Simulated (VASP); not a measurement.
Runs of VASP 6.6.1 on Fe2O3. The structure is trigonal, space group R-3c (No. 167). Conventional cell: a = 5.038 Å, b = 5.038 Å, c = 13.772 Å, α = 90.00°, β = 90.00°, γ = 120.00°. Fe (site symmetry 3) has 6 O at 1.95 to 2.12 Å within 2.6 Å. O (site symmetry 2) has 4 Fe at 1.95 to 2.12 Å and 8 O at 2.67 to 2.89 Å within 2.9 Å. 

```tsv
level	spin	U	gap on the mesh (eV)	pressure (GPa)	moment (μB)	largest force (eV/Å)
PBE	collinear, ferromagnetic start	-	none	-4.6	13.66	0.91
PBE+U	collinear, ferrimagnetic start	Fe d U = 4.0 eV	1.61	6.1	10.00	0.34
r2SCAN	off	-	none	-32.9	-	0.69
PBE+U	off	Fe d U = 4.0 eV	0.02	-21.8	-	0.68
PBE	collinear, antiferromagnetic start	-	none	1.7	0.00	0.39
PBE+U	collinear, ferromagnetic start	Fe d U = 4.0 eV	(b)	9.1	20.00	0.32
PBE+U	collinear, antiferromagnetic start	Fe d U = 4.0 eV	1.81	(a)	0.00	0.10
```

Alike in all rows: task single point; potentials or basis VASP PAW PBE potentials, release 64 (Fe, O); cell as given; k mesh 5 × 5 × 5; cutoff (eV) 520; smearing fermi-dirac 0.05 eV.

Problem. Fill in the values left out.

Solution. (a) 5.8; (b) 1.05.

Caveats: an odd mesh through Γ misses points on the zone boundary, where band edges can lie (at least some runs); the cell stands under tension (at least some runs); semilocal functionals often make such compounds metallic where correlation or magnetic order opens a gap, which also shifts bond lengths (at least some runs); the cell stands under pressure (at least some runs); the PAW data sets were made with another functional, which shifts forces and pressure a little (at least some runs).

A gap of «none» marks levels without a gap at the run's occupations.
